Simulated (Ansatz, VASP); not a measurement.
**One calculation of Cu, two programs**

File INCAR:

```
PREC = Accurate
ENCUT = 600
EDIFF = 1E-7
ISMEAR = -1
SIGMA = 0.15
LREAL = F
LASPH = T
NELM = 120
ALGO = Normal
ISIF = 3
LWAVE = F
LCHARG = F
GGA = RP
IBRION = 2
NSW = 80
EDIFFG = -0.001
GGA_COMPAT = F
NELMIN = 4
```

File KPOINTS:

```
Automatic mesh
0
Gamma
  16 16 16
```

The input POSCAR:

```
Cu
1.0
    0.0000000000      1.8362773648      1.8362773648
    1.8362773648      0.0000000000      1.8362773648
    1.8362773648      1.8362773648      0.0000000000
Cu
1
Direct
    0.0000000000      0.0000000000      0.0000000000
```

Input for Ansatz:

```yaml
crystal:
  lattice:
    - [0.0, 1.836277366, 1.836277366]
    - [1.836277366, 0.0, 1.836277366]
    - [1.836277366, 1.836277366, 0.0]
  atoms:
    - { symbol: Cu, position: [0.0, 0.0, 0.0] }
basis:
  ecutwfc: 420
kpoints:
  mp_grid: { grid: [16, 16, 16] }
hamiltonian:
  xc: rpbe
  pseudopotentials: { kind: paw, azcp: { folder: soft_1 } }
scf:
  occupations: { method: fermi_dirac, width: 0.15 }
output:
  forces: true
  stress: true
  eigenvalues: true
relax:
  adjacent_minimum: "off"
  f_tol: 0.001
  max_steps: 60
  cell: { stress_tol: 0.01 }
```

Alike in both runs: task relaxation of cell and atoms; functional RPBE; k mesh 16 × 16 × 16; occupations fermi-dirac, width 0.15 eV; no spin polarisation.

```csv
,VASP,Ansatz
version,VASP 6.6.1,Ansatz 0.2.0
potentials or method,"VASP PAW PBE potentials, release 64 (Cu), cutoff 600 eV","scalar-relativistic, plane waves, PAW"
valence electrons in the cell,11,19
```

|  | VASP | Ansatz | Ansatz less VASP |
| --- | --- | --- | --- |
| gap on the k mesh at the Fermi level, each at its own relaxed structure (eV) | none | none | - |
| relaxed volume (Å³/atom) | 12.46 | 12.38 | -0.080 |
| relaxed cell length with the largest relative difference (Å) | 2.603 | 2.597 | -0.0056 |

VASP's potentials were made for PBE, not for RPBE. A gap of «none» marks a metal or a gap that the smearing closes. VASP's potentials hold 11 valence electrons a cell and Ansatz's 19, so a difference there can come from the potentials and not from the codes.
